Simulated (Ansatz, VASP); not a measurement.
Two plane-wave programs on TiO2

```
Ti O
1.0
     4.59126    0.00000    0.00000
     0.00000    4.59126    0.00000
     0.00000    0.00000    2.93899
Ti O
2 4
Direct
  0.00000 0.00000 0.00000
  0.50000 0.50000 0.50000
  0.30444 0.30444 0.00000
  0.19556 0.80444 0.50000
  0.69556 0.69556 0.00000
  0.80444 0.19556 0.50000
```

Alike in both runs: functional PBEsol; k mesh 8 × 8 × 12; occupations fermi-dirac, width 0.1 eV; no spin polarisation.

Ansatz relaxed the structure, and its values are those at the end. VASP's run is a single point on that final structure, the one shown.

|  | VASP | Ansatz |
| --- | --- | --- |
| version | VASP 6.6.1 | Ansatz 0.2.0 |
| potentials or method | VASP PAW PBE potentials, release 64 (Ti_sv, O) | PAW with Ansatz's default frozen-core files, scalar-relativistic |
| plane-wave cutoff (eV) | 520 | 420 |
| valence electrons in the cell | 48 | 48 |

Ansatz gave:

* pressure (GPa): 0.0
* rms of the force components (eV/Å): 0.000

**Question.** Estimate VASP's values.

**Answer.** Pressure (GPa): 0.6; rms of the force components (eV/Å): 0.012.

VASP's potentials were made for PBE, not for PBEsol. The functional is the same, so the differences come from potentials, cutoffs and numerics.
